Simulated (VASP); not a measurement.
# Nb (R-3m) in VASP: further runs, part 2 of 2

VASP 6.6.1. The steps go on from the part before.

### Step 3. Single point, PBEsol

INCAR

```
PREC = Accurate
ENCUT = 520
EDIFF = 1E-7
ISMEAR = 0
SIGMA = 0.1
LREAL = F
LASPH = T
NELM = 100
ALGO = Normal
ISIF = 2
LWAVE = F
LCHARG = F
GGA = PS
NBANDS = 26
```

KPOINTS

```
Automatic mesh
0
Gamma
  6 6 6
```

POSCAR

```
Nb
1.0
    1.5606794630      0.9010587081      7.5426659160
   -1.5606794630      0.9010587081      7.5426659160
    0.0000000000     -1.8021174162      7.5426659160
Nb
3
Direct
    0.0000000000      0.0000000000      0.0000000000
    0.2222200000      0.2222200000      0.2222200000
    0.7777800000      0.7777800000      0.7777800000
```

Potentials or basis: VASP PAW PBE potentials, release 64 (Nb_sv).

The run is started by

```
$ cat potpaw_PBE.64/Nb_sv/POTCAR > POTCAR
$ mpirun -np 1 vasp_std > vasp.out
```

OUTCAR:

```text
PREC = Accurate
   ENCUT = 520
   EDIFF = 1E-7
   ISMEAR = 0
   LREAL = F
   LASPH = T
   NELM = 100
   ISIF = 2
   GGA = PS

 ion  position               nearest neighbor table
   1  0.000  0.000  0.000-
   2  0.222  0.222  0.222-
   3  0.778  0.778  0.778-

  LATTYP: Found a trigonal (rhomboedric) cell.
 ALAT       =     7.7549620439
 COS(alpha) =     0.9189975651

  Lattice vectors:

[... 191 lines left out ...]
      2     -45.5259      2.00000
      3     -45.5064      2.00000
      4     -21.7965      2.00000
      5     -21.7863      2.00000
      6     -21.3264      2.00000
[... 685 lines left out ...]
     25      12.5768      0.00000
     26      12.7858      0.00000

 [... further k-points ...]
[... 5 lines left out ...]
  --------------------------------------------------------------------------------------
  -------------------------------------------------------------------------------------
  Total       -8.9717246     -8.9717246     -7.4582937      0.0000000      0.0000000      0.0000000
  in kB     -225.8622186   -225.8622186   -187.7617558      0.0000000      0.0000000      0.0000000
  external PRESSURE =    -213.1620644 kB  Pullay stress =       0.0000000 kB

 VOLUME and BASIS-vectors are now :
 -----------------------------------------------------------------------------
  energy-cutoff  :      520.00
  volume of cell :       63.64
      direct lattice vectors                 reciprocal lattice vectors
     1.560679463  0.901058708  7.542665916     0.320373281  0.184967600  0.044193040
    -1.560679463  0.901058708  7.542665916    -0.320373281  0.184967600  0.044193040
     0.000000000 -1.802117416  7.542665916     0.000000000 -0.369935200  0.044193040

 POSITION                                       TOTAL-FORCE (eV/Angst)
 -----------------------------------------------------------------------------------
      0.00000      0.00000      0.00000         0.000000     -0.000000     -0.000000
      0.00000      0.00000      5.02839         0.000000      0.000000      0.061392
      0.00000      0.00000     17.59960         0.000000      0.000000     -0.061392
 -----------------------------------------------------------------------------------
    total drift:                                0.000000     -0.000000      0.000000

  FREE ENERGIE OF THE ION-ELECTRON SYSTEM (eV)
  ---------------------------------------------------
  free  energy   TOTEN  =       -31.1079282397 eV

  energy  without entropy=      -31.0914031308  energy(sigma->0) =      -31.09966569
```

OSZICAR:

```text
N       E                     dE             d eps       ncg     rms          rms(c)
DAV:   1     0.480237796026E+03    0.48024E+03   -0.21503E+04  1664   0.153E+03
DAV:   2     0.267422455161E+01   -0.47756E+03   -0.47053E+03  1952   0.625E+02
DAV:   3    -0.310375330077E+02   -0.33712E+02   -0.32904E+02  3176   0.119E+02
DAV:   4    -0.329966651075E+02   -0.19591E+01   -0.19332E+01  2552   0.244E+01
DAV:   5    -0.331002984026E+02   -0.10363E+00   -0.10309E+00  2824   0.621E+00    0.102E+01
DAV:   6    -0.313142842223E+02    0.17860E+01   -0.38000E+00  2472   0.153E+01    0.331E+00
DAV:   7    -0.311035908462E+02    0.21069E+00   -0.12458E+00  3128   0.765E+00    0.190E+00
DAV:   8    -0.311275183404E+02   -0.23927E-01   -0.26428E-01  2728   0.333E+00    0.140E+00
DAV:   9    -0.311098664649E+02    0.17652E-01   -0.24609E-01  2728   0.287E+00    0.300E-01
DAV:  10    -0.311078597029E+02    0.20068E-02   -0.18673E-02  2502   0.111E+00    0.414E-02
DAV:  11    -0.311079113073E+02   -0.51604E-04   -0.11299E-03  2750   0.256E-01    0.312E-02
DAV:  12    -0.311079236329E+02   -0.12326E-04   -0.82031E-05  3068   0.749E-02    0.148E-02
DAV:  13    -0.311079281988E+02   -0.45658E-05   -0.87408E-06  2840   0.279E-02    0.542E-03
DAV:  14    -0.311079282397E+02   -0.40901E-07   -0.87900E-07  2440   0.795E-03
   1 F= -.31107928E+02 E0= -.31099666E+02  d E =-.165251E-01
```

stdout:

```text
POSCAR found type information on POSCAR Nb
 POSCAR found :  1 types and       3 ions
 scaLAPACK will be used
 -----------------------------------------------------------------------------
|                                                                             |
|                                                                             |
|     You enforced a specific xc type in the INCAR file but a different       |
|     I HOPE YOU KNOW WHAT YOU ARE DOING!                                     |
|                                                                             |
 -----------------------------------------------------------------------------

 LDA part: xc-table for (Slater+PW92), standard interpolation
 POSCAR, INCAR and KPOINTS ok, starting setup
 FFT: planning ... GRIDC
 FFT: planning ... GRID_SOFT
 FFT: planning ... GRID
 WAVECAR not read
 entering main loop
```

Run time: 4.1 min. Hardware: 1 thread of Intel Xeon Platinum 8124M at 3.00GHz (Skylake/Cascade Lake), shared host; peak memory 0.46 GiB.

Results:

- Free energy: -31.1079 eV
- Pressure: -21.3 GPa
- Largest force: 0.061 eV/Å

Forces in eV/Å, atoms in the order of the input:
```
Nb   0.000  0.000  0.000
Nb   0.000  0.000  0.061
Nb   0.000  0.000 -0.061
```

Stress tensor (GPa, compression positive):
```
-22.59   0.00   0.00
  0.00 -22.59   0.00
  0.00   0.00 -18.78
```

Caveat: the k points lie up to 0.39 Å⁻¹ apart; the PAW data sets were made with another functional, which shifts forces and pressure a little.

### Step 4. Relaxation of cell and atoms, PBEsol

This run uses another cell than the first one: it holds 1 atom, not 3.

INCAR

```
SYSTEM = Nb
PREC = Accurate
ENCUT = 500
EDIFF = 1E-7
ISMEAR = 0
SIGMA = 0.1
LREAL = .False.
LASPH = .True.
NELM = 120
ALGO = Normal
ISIF = 3
LWAVE = .False.
LCHARG = .False.
GGA = PS
IBRION = 2
NSW = 100
EDIFFG = -0.01
GGA_COMPAT = .False.
NELMIN = 4
```

KPOINTS

```
Automatic mesh
0
Gamma
  21 21 21
  0 0 0
```

POSCAR

```
Nb
1.0
    1.5766890405      0.9103018420      2.0917809889
   -1.5766890405      0.9103018420      2.0917809889
    0.0000000000     -1.8206036839      2.0917809889
Nb
1
Direct
    0.5000000000      0.5000000000      0.5000000000
```

The run is started by

```
$ cat potpaw_PBE.64/Nb_sv/POTCAR > POTCAR
$ mpirun -np 1 vasp_std > vasp.out
```

Run time: 2.2 min. Hardware: 1 thread of Intel Xeon 6975P-C (Granite Rapids), shared host; peak memory 0.27 GiB.

Results (log left out):

```yaml
Free_energy: -10.6770 eV
Relaxed_volume: 17.88 Å³/atom
Relaxed_cell: a = 2.776 Å, b = 2.776 Å, c = 2.776 Å, α = 68.64°, β = 68.64°, γ = 68.64°
Space_group_after_relaxing_to_0.05_Å: R-3m (No. 166)
Energy_gained_by_relaxing: 1.6 meV/atom
Ionic_steps: 4
Pressure_after_relaxing: 0.0 GPa
```

The path:
```tsv
step	energy change (eV)	largest force (eV/Å)	pressure (GPa)	volume (Å³)
1	0.0000	0.0000	-1.20	18.01
2	-0.0002	0.0000	2.13	17.66
3	-0.0012	0.0000	0.49	17.83
4	-0.0016	0.0000	-0.04	17.88
```

Final structure:
```
Nb
1.0
     1.56514    0.90364    2.10712
    -1.56514    0.90364    2.10712
     0.00000   -1.80727    2.10712
Nb
1
Direct
  0.50000 0.50000 0.50000
```

Levels at points of the mesh, in eV from the Fermi level:
```
           k point  band 4  band 5  band 6  band 7  band 8  band 9
(0.00, 0.00, 0.00)  -29.44   -6.17   -1.09   -1.09    2.49    3.53
```

Caveat: the PAW data sets were made with another functional, which shifts forces and pressure a little.

### Step 5. Overview

```csv
task,cell,k mesh,cutoff (eV),gap on the mesh (eV),pressure (GPa),relaxed volume (Å³/atom),largest force (eV/Å)
relaxation of cell and atoms,"relaxed from a = 7.755 Å, angles 23.2°, 3 atoms",6 × 6 × 6,600,none,-0.1,17.87,0.01
single point,"a = 7.755 Å, angles 23.2°, 3 atoms",6 × 6 × 6,520,none,-21.3,-,0.06
relaxation of cell and atoms,"relaxed from a = 2.773 Å, angles 69.3°, 1 atom",21 × 21 × 21,500,none,0.0,17.88,-
```

Alike in all rows: level PBEsol; potentials or basis VASP PAW PBE potentials, release 64 (Nb_sv); no spin polarisation; smearing gaussian 0.1 eV.

Caveats: some runs use coarse meshes; the PAW data sets were made with another functional, which shifts forces and pressure a little; the volume moved by over 15 % at a fixed basis, so the end points are rough (some runs).

Absolute energies hang on the potentials; compare differences alone.
